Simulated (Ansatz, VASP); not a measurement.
**ZnO: VASP beside Ansatz**

```
Zn O
1.0
     3.21690    0.00000    0.00000
    -1.60845    2.78592    0.00000
     0.00000    0.00000    5.20380
Zn O
2 2
Direct
  0.33333 0.66667 0.00000
  0.66667 0.33333 0.50000
  0.33333 0.66667 0.38210
  0.66667 0.33333 0.88210
```

Change from the starting cell: equal xx and yy strain of -1 %.

Alike in both runs: task single point; functional PBE; k mesh 11 × 11 × 6; occupations fermi-dirac, width 0.02 eV; no spin polarisation.

|  | VASP | Ansatz |
| --- | --- | --- |
| version | VASP 6.6.1 | Ansatz 0.2.0 |
| potentials or method | VASP PAW PBE potentials, release 64 (Zn, O), cutoff 520 eV | all-electron LAPW, scalar-relativistic |

|  | VASP | Ansatz | Ansatz less VASP |
| --- | --- | --- | --- |
| gap on the k mesh at the Fermi level (eV) | 0.80 | 0.84 | +0.032 |
| pressure (GPa) | 9.4 | 8.1 | -1.30 |
| traceless stress, the component that is largest in VASP (GPa) | -1.56 | -1.45 | +0.105 |
| rms of the force components (eV/Å) | 0.079 | 0.074 | -0.0046 |

Atom by atom the forces differ by 0.005 eV/Å (rms over components). Ansatz ran all-electron here, and VASP with PAW potentials.
